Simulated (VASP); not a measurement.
Write the native input for VASP 6.6.1 that does the following.

```yaml
Task: single point
Functional: PBEsol
Potentials_or_basis: VASP PAW PBE potentials, release 64 (N)
Cutoff: 520 eV
k_mesh: 6 × 6 × 4
Occupations: gaussian, width 0.05 eV
Spin: no spin polarisation
Dipole_correction: no
Further_INCAR_settings: ALGO = Normal; EDIFF = 1e-06; NBANDS = 18
```

The structure of N lies in POSCAR:

```
N
1.0
    4.0005434982      0.0000000000      0.0000000000
   -2.0002717491      3.4645722984      0.0000000000
    0.0000000000      0.0000000000      6.7257633696
N
4
Direct
    0.3333333333      0.6666666667      0.3289300400
    0.3333333333      0.6666666667      0.1710699600
    0.6666666667      0.3333333333      0.8289300400
    0.6666666667      0.3333333333      0.6710699600
```

This cell differs from its parent crystal: strain -0.040 along x and y, -0.040 along z.

One way to write it, as run:

INCAR

```
PREC = Accurate ; ENCUT = 520
EDIFF = 1E-6 ; ISMEAR = 0
SIGMA = 0.05 ; LREAL = F
LASPH = T ; NELM = 100
ALGO = Normal ; ISIF = 2
LWAVE = F ; LCHARG = T
GGA = PS ; LELF = T
LVHAR = T ; NBANDS = 18
```

KPOINTS

```
Automatic mesh
0
Gamma
  6 6 4
```

Potentials or basis: VASP PAW PBE potentials, release 64 (N).

Command:

```bash
$ cat potpaw_PBE.64/N/POTCAR > POTCAR
$ mpirun -np 1 vasp_std > vasp.out
```

It gave:

The pressure is 11.3 GPa and the largest force is 9.241 eV/Å. The band gap on the k mesh is 7.21 eV, indirect (least direct gap 7.60 eV).

Caveat: the cell differs from its parent crystal (strain -0.040 along x and y, -0.040 along z); the standard files for N, O and F lose accuracy on very short bonds; the PAW data sets were made with another functional, which shifts forces and pressure a little.

Run time: 15 s on 1 thread of AMD EPYC 9R45 96-Core Processor (Zen 5) (shared host), peak memory 0.16 GiB.
